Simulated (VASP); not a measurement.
# KCl (P4/mmm) in VASP: further runs, part 2 of 2

VASP 6.6.1. The steps go on from the part before.

## 3. Single point, PBEsol (strain -0.050 along x and y, +0.050 along z)

File INCAR:

```
SYSTEM = KCl
PREC = Accurate ; ENCUT = 520
EDIFF = 1E-6 ; ISMEAR = 0
SIGMA = 0.05 ; LREAL = .FALSE.
LASPH = .TRUE. ; NELM = 80
ALGO = Normal ; ISIF = 2
LWAVE = .FALSE. ; LCHARG = .FALSE.
GGA = PS ; NBANDS = 15
```

File KPOINTS:

```
regular mesh
0
G
  6 6 6
  0 0 0
```

File POSCAR:

```
KCl
1.0
    3.6472362000      0.0000000000      0.0000000000
    0.0000000000      3.6472362000      0.0000000000
    0.0000000000      0.0000000000      4.0311558000
K Cl
1 1
Direct
    0.0000000000      0.0000000000      0.0000000000
    0.5000000000      0.5000000000      0.5000000000
```

Potentials or basis: VASP PAW PBE potentials, release 64 (K_sv, Cl).

On the command line:

```
> cat potpaw_PBE.64/K_sv/POTCAR potpaw_PBE.64/Cl/POTCAR > POTCAR
> mpirun -np 1 vasp_std > vasp.out
```

OUTCAR:

```text
SYSTEM = KCl
   PREC = Accurate
   ENCUT = 520
   EDIFF = 1E-6
   ISMEAR = 0
   LREAL = .FALSE.
   LASPH = .TRUE.
   NELM = 80
   ISIF = 2
   GGA = PS

 ion  position               nearest neighbor table
   1  0.000  0.000  0.000-
   2  0.500  0.500  0.500-

  LATTYP: Found a simple tetragonal cell.
 ALAT       =     3.6472362000
 C/A-ratio  =     1.1052631579

  Lattice vectors:

 A1 = (   3.6472362000,   0.0000000000,   0.0000000000)
 A2 = (   0.0000000000,   3.6472362000,   0.0000000000)
 A3 = (   0.0000000000,   0.0000000000,   4.0311558000)

Analysis of symmetry for initial positions (statically):
=====================================================================
 Subroutine PRICEL returns:
 Original cell was already a primitive cell.

 Routine SETGRP: Setting up the symmetry group for a
 simple tetragonal supercell.

 Subroutine GETGRP returns: Found 16 space group operations
 (whereof 16 operations were pure point group operations)
 out of a pool of 16 trial point group operations.

The static configuration has the point symmetry D_4h.

Analysis of symmetry for dynamics (positions and initial velocities):
=====================================================================
 Subroutine PRICEL returns:
 Original cell was already a primitive cell.

 Routine SETGRP: Setting up the symmetry group for a
 simple tetragonal supercell.

 Subroutine GETGRP returns: Found 16 space group operations
 (whereof 16 operations were pure point group operations)
 out of a pool of 16 trial point group operations.

The dynamic configuration has the point symmetry D_4h.

 Subroutine INISYM returns: Found 16 space group operations
 (whereof 16 operations are pure point group operations),
 and found     1 'primitive' translations

----------------------------------------------------------------------------------------

                                     Primitive cell

  volume of cell :      53.6238

  direct lattice vectors                    reciprocal lattice vectors
     3.647236200  0.000000000  0.000000000     0.274180213  0.000000000  0.000000000
     0.000000000  3.647236200  0.000000000     0.000000000  0.274180213  0.000000000
     0.000000000  0.000000000  4.031155800     0.000000000  0.000000000  0.248067812

  length of vectors
     3.647236200  3.647236200  4.031155800     0.274180213  0.274180213  0.248067812

  position of ions in fractional coordinates (direct lattice)
     0.000000000  0.000000000  0.000000000
     0.500000000  0.500000000  0.500000000

  ion indices of the primitive-cell ions
   primitive index   ion index
                 1           1
                 2           2

----------------------------------------------------------------------------------------

 KPOINTS: regular mesh

Automatic generation of k-mesh.
 Grid dimensions read from file:
 generate k-points for:    6    6    6

 Generating k-lattice:

  Cartesian coordinates                     Fractional coordinates (reciprocal lattice)
     0.045696702  0.000000000  0.000000000     0.166666667  0.000000000  0.000000000
     0.000000000  0.045696702  0.000000000     0.000000000  0.166666667  0.000000000
     0.000000000  0.000000000  0.041344635     0.000000000  0.000000000  0.166666667

  Length of vectors
     0.045696702  0.045696702  0.041344635

  Shift w.r.t. Gamma in fractional coordinates (k-lattice)
     0.000000000  0.000000000  0.000000000

 Subroutine IBZKPT returns following result:
 ===========================================

 Found     40 irreducible k-points:

 Following reciprocal coordinates:
            Coordinates               Weight
  0.000000  0.000000  0.000000      1.000000
  0.166667  0.000000  0.000000      4.000000
  0.333333  0.000000  0.000000      4.000000
  0.500000  0.000000  0.000000      2.000000
  0.166667  0.166667  0.000000      4.000000
  0.333333  0.166667  0.000000      8.000000
[... 16 lines left out ...]
  0.333333  0.000000  0.333333      8.000000
  0.500000  0.000000  0.333333      4.000000
 [... further k-points ...]
   k-points           NKPTS =     40   k-points in BZ     NKDIM =     40   number of bands    NBANDS=     15
   number of dos      NEDOS =    301   number of ions     NIONS =      2
   total plane-waves  NPLWV =  23520
   dimension x,y,z NGX =    28 NGY =   28 NGZ =   30
   dimension x,y,z NGXF=    56 NGYF=   56 NGZF=   60
   ions per type =               1   1
   NGX,Y,Z   is equivalent  to a cutoff of  12.76, 12.76, 12.37 a.u.
   NGXF,Y,Z  is equivalent  to a cutoff of  25.53, 25.53, 24.74 a.u.
 SYSTEM =  KCl
   PREC   = accura    normal or accurate (medium, high low for compatibility)
   ISTART =      0    job   : 0-new  1-cont  2-samecut
   ICHARG =      2    charge: 1-file 2-atom 10-const
   ISPIN  =      1    spin polarized calculation?
   LNONCOLLINEAR =      F non collinear calculations
   LSORBIT =      F    spin-orbit coupling
   LASPH  =      T    aspherical Exc in radial PAW
   ENCUT  =  520.0 eV  38.22 Ry    6.18 a.u.   6.78  6.78  7.50*2*pi/ulx,y,z
   NELM   =     80;   NELMIN=  2; NELMDL= -5     # of ELM steps
   EDIFF  = 0.1E-05   stopping-criterion for ELM
   LREAL  =      F    real-space projection
   EDIFFG = 0.1E-04   stopping-criterion for IOM
   NSW    =      0    number of steps for IOM
   IBRION =     -1    ionic relax: 0-MD 1-quasi-New 2-CG
   NFREE  =      0    steps in history (QN), initial steepest desc. (CG)
   ISIF   =      2    stress and relaxation
   ISYM   =      2    0-nonsym 1-usesym 2-fastsym
   POTIM  = 0.5000    time-step for ionic-motion
   TEBEG  =    0.0;   TEEND  =   0.0 temperature during run
   PSTRESS=    0.0 pullay stress
   NELECT =      16.0000    total number of electrons
   NUPDOWN=      -1.0000    fix difference up-down
   EMIN   =  10.00;   EMAX   =-10.00  energy-range for DOS
   EFERMI =   0.00;   METHOD = LEGACY
   ISMEAR =     0;   SIGMA  =   0.05  broadening in eV -4-tet -1-fermi 0-gaus
   EFERMI_NEDOS =   21; number of points for ismear=-14 and -15
   IALGO  =     38    algorithm
   IMIX   =      4    mixing-type and parameters
     AMIX     =   0.40;   BMIX     =  1.00
     AMIX_MAG =   1.60;   BMIX_MAG =  1.00
  volume/ion in A,a.u.               =      26.81       180.94
  Fermi-wavevector in a.u.,A,eV,Ry     =   1.093946  2.067257 16.282321  1.196717
  Thomas-Fermi vector in A             =   2.230241
   LORBIT       =      0    0 simple, 1 ext, 2 COOP (PROOUT), +10 PAW based schemes
   GGA     = PS    functional components
   LHFCALC =     F    Hartree Fock is set to
   AEXX    =    0.0000 exact exchange contribution
   IVDW    =     0    specifies the selected vdW correction
   LEPSILON=     F    determine dielectric tensor
   LRPA    =     F    only Hartree local field effects (RPA)
 non-spin polarized calculation
 Gauss-broadening in eV      SIGMA  =   0.05
  energy-cutoff  :      520.00
  volume of cell :       53.62
 maximum number of plane-waves:      1484
 NGX is ok and might be reduce to    28
   NGX = 13   NGY = 13   NGZ = 15

 number of electron      15.9999998 magnetization

 Free energy of the ion-electron system (eV)
  ---------------------------------------------------
  ext. energy  EPLUGINS =         0.00000000
  ---------------------------------------------------
  free energy    TOTEN  =        -6.86378852 eV

  energy without entropy =       -6.86378852  energy(sigma->0) =       -6.86378852

 E-fermi :  -0.1421     XC(G=0):  -8.5118

 val. band max:       -0.4160636921   @ k =   0.5000   0.0000   0.5000
 cond. band min:       4.0864255957   @ k =   0.0000   0.0000   0.0000
 fundamental gap:      4.5024892878
 Fermi energy:        -0.1420724140

 k-point     1 :       0.0000    0.0000    0.0000
  band No.  band energies     occupation
      1     -28.4879      2.00000
      2     -13.2603      2.00000
      3     -11.9497      2.00000
      4     -11.8991      2.00000
      5     -11.8991      2.00000
      6      -1.1613      2.00000
      7      -0.6193      2.00000
      8      -0.6193      2.00000
      9       4.0864      0.00000
     10       5.6745      0.00000
     11       5.9574      0.00000
     12       9.9316      0.00000
     13       9.9316      0.00000
     14      10.5839      0.00000
     15      12.6130      0.00000
[... 397 lines left out ...]
 k-point    24 :       0.5000    0.0000    0.3333
  band No.  band energies     occupation
      1     -28.4448      2.00000
      2     -13.1212      2.00000
      3     -12.1287      2.00000
      4     -12.0336      2.00000
      5     -11.8441      2.00000
      6      -2.1815      2.00000
      7      -1.6632      2.00000
      8      -0.4566      2.00000
      9       5.7532      0.00000
     10       7.0043      0.00000
     11       8.7377      0.00000
     12       9.0758      0.00000
     13       9.4864      0.00000
     14       9.8993      0.00000
     15      11.8285      0.00000

 [... further k-points ...]
[... 5 lines left out ...]
  --------------------------------------------------------------------------------------
  -------------------------------------------------------------------------------------
  Total        0.3365140      0.3365140     -1.1658820      0.0000000      0.0000000     -0.0000000
  in kB       10.0544060     10.0544060    -34.8343583      0.0000000      0.0000000     -0.0000000
  external PRESSURE =      -4.9085154 kB  Pullay stress =       0.0000000 kB

 VOLUME and BASIS-vectors are now :
 -----------------------------------------------------------------------------
  energy-cutoff  :      520.00
  volume of cell :       53.62
      direct lattice vectors                 reciprocal lattice vectors
     3.647236200  0.000000000  0.000000000     0.274180213  0.000000000  0.000000000
     0.000000000  3.647236200  0.000000000     0.000000000  0.274180213  0.000000000
     0.000000000  0.000000000  4.031155800     0.000000000  0.000000000  0.248067812

 POSITION                                       TOTAL-FORCE (eV/Angst)
 -----------------------------------------------------------------------------------
      0.00000      0.00000      0.00000         0.000000      0.000000      0.000000
      1.82362      1.82362      2.01558         0.000000      0.000000      0.000000
 -----------------------------------------------------------------------------------
    total drift:                               -0.000000      0.000000      0.000000

  FREE ENERGIE OF THE ION-ELECTRON SYSTEM (eV)
  ---------------------------------------------------
  free  energy   TOTEN  =        -6.8637885220 eV

  energy  without entropy=       -6.8637885220  energy(sigma->0) =       -6.86378852
```

It took 44 s on 1 thread of Intel Xeon 8259CL, shared host; peak memory 0.17 GiB.

Results:

```
Free energy            : -6.8638 eV
Pressure               : -0.5 GPa
Band gap on the k mesh : 4.50 eV, indirect (least direct gap 4.71 eV)
```

Caveat: the cell differs from its parent crystal (strain -0.050 along x and y, +0.050 along z); the PAW data sets were made with another functional, which shifts forces and pressure a little. A k mesh can miss the band edges.

## 4. Single point, PBEsol (strain -0.025 along x and y, +0.050 along z)

File INCAR:

```
  ALGO = Normal
  EDIFF = 1E-6
  ENCUT = 520
  GGA = PS
  ISIF = 2
  ISMEAR = 0
  LASPH = T
  LCHARG = T
  LELF = T
  LREAL = F
  LVHAR = T
  LWAVE = F
  NBANDS = 15
  NELM = 100
  PREC = Accurate
  SIGMA = 0.05
```

File KPOINTS:

```
k-points
0
Gamma
  6 6 6
```

File POSCAR:

```
KCl
1.0
    3.7432161000      0.0000000000      0.0000000000
    0.0000000000      3.7432161000      0.0000000000
    0.0000000000      0.0000000000      4.0311558000
K Cl
1 1
Direct
    0.0000000000      0.0000000000      0.0000000000
    0.5000000000      0.5000000000      0.5000000000
```

On the command line:

```
> cat potpaw_PBE.64/K_sv/POTCAR potpaw_PBE.64/Cl/POTCAR > POTCAR
> mpirun -np 1 vasp_std > vasp.out
```

Run time: 26 s. Hardware: 1 thread of AMD EPYC 9R45 (Zen 5), shared host; peak memory 0.14 GiB.

It converged, with:

- Free energy: -6.8700 eV
- Pressure: -1.4 GPa
- Band gap on the k mesh: 4.43 eV, indirect (least direct gap 4.63 eV)

Stress tensor (GPa, compression positive):
```
-0.35  0.00  0.00
 0.00 -0.35  0.00
 0.00  0.00 -3.47
```

Levels at points of the mesh, in eV from the valence-band top:
```
           k point  band 5  band 6  band 7  band 8  band 9  band 10  band 11  band 12
(0.00, 0.00, 0.00)  -11.49   -0.58   -0.19   -0.19    4.43     6.21     6.45    10.34
(0.50, 0.00, 0.00)  -11.40   -1.94   -0.58   -0.16    7.36     7.60     8.30     9.89
(0.50, 0.50, 0.00)  -11.44   -1.34   -1.34   -0.31    6.06     6.62     8.30     8.30
(0.00, 0.00, 0.50)  -11.29   -1.93   -0.23   -0.23    7.40     7.55     7.62     9.97
(0.50, 0.00, 0.50)  -11.44   -1.43   -1.27    0.00    5.84     7.20     8.85     9.09
(0.50, 0.50, 0.50)  -11.59   -1.50   -1.50   -1.39    8.40     8.59     8.59     9.22
```

Caveat: the cell differs from its parent crystal (strain -0.025 along x and y, +0.050 along z); the PAW data sets were made with another functional, which shifts forces and pressure a little. A k mesh can miss the band edges.

## 5. The runs side by side

| cell | gap on the mesh (eV) | pressure (GPa) |
| --- | --- | --- |
| a = 3.647, b = 3.647, c = 3.935 Å, 2 atoms | 4.71 | 0.0 |
| a = 3.647, b = 3.647, c = 4.031 Å, 2 atoms | 4.50 | -0.5 |
| a = 3.743, b = 3.743, c = 4.031 Å, 2 atoms | 4.43 | -1.4 |

Alike in all rows: task single point; level PBEsol; potentials or basis VASP PAW PBE potentials, release 64 (K_sv, Cl); no spin polarisation; k mesh 6 × 6 × 6; cutoff (eV) 520; smearing gaussian 0.05 eV.

Caveats: the PAW data sets were made with another functional, which shifts forces and pressure a little.

Absolute energies hang on the potentials; compare differences alone.
